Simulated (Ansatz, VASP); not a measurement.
One calculation of Ca, two programs

```
Ca
1.0
    -2.09649    2.10173    2.44535
     2.09649   -2.10173    2.44535
     2.09649    2.10173   -2.44535
Ca
1
Direct
  0.50000 0.50000 0.00000
```

Alike in both runs: task single point; functional PBEsol; k mesh 6 × 6 × 6; occupations gaussian, width 0.1 eV; no spin polarisation.

|  | VASP | Ansatz |
| --- | --- | --- |
| version | VASP 6.6.1 | Ansatz 0.2.0 |
| potentials or method | VASP PAW PBE potentials, release 64 (Ca_sv), cutoff 520 eV | scalar-relativistic, plane waves, PAW |
| valence electrons in the cell | 10 | 10 |

```tsv
	VASP	Ansatz	Ansatz less VASP
gap on the k mesh at the Fermi level (eV)	none	none	-
pressure (GPa)	-1.0	-1.0	-0.01
```

VASP's potentials were made for PBE, not for PBEsol. A gap of «none» marks a metal or a gap that the smearing closes.
